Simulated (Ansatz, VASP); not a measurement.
## Bi in VASP and in Ansatz

```
CELL_PARAMETERS angstrom
3.43127 -3.06760 -0.01453
3.43127 3.06760 -0.01453
-1.25249 0.00000 3.07671
ATOMIC_POSITIONS crystal
Bi 0.24741 0.24741 0.14590
Bi 0.75259 0.75259 0.85410
```

Alike in both runs: functional PBEsol; k mesh 12 × 12 × 18; occupations gaussian, width 0.1 eV; no spin polarisation.

Ansatz relaxed the structure, and its values are those at the end. VASP's run is a single point on that final structure, the one shown.

|  | VASP | Ansatz |
| --- | --- | --- |
| version | VASP 6.6.1 | Ansatz 0.2.0 |
| potentials or method | VASP PAW PBE potentials, release 64 (Bi_d), cutoff 520 eV | scalar-relativistic, plane waves, PAW |
| valence electrons in the cell | 30 | 30 |

|  | VASP | Ansatz | Ansatz less VASP |
| --- | --- | --- | --- |
| gap on the k mesh at the Fermi level (eV) | none | none | - |
| pressure (GPa) | -0.1 | 0.0 | +0.08 |

VASP's potentials were made for PBE, not for PBEsol. A gap of «none» marks a metal or a gap that the smearing closes.

Spin-orbit coupling is off throughout.
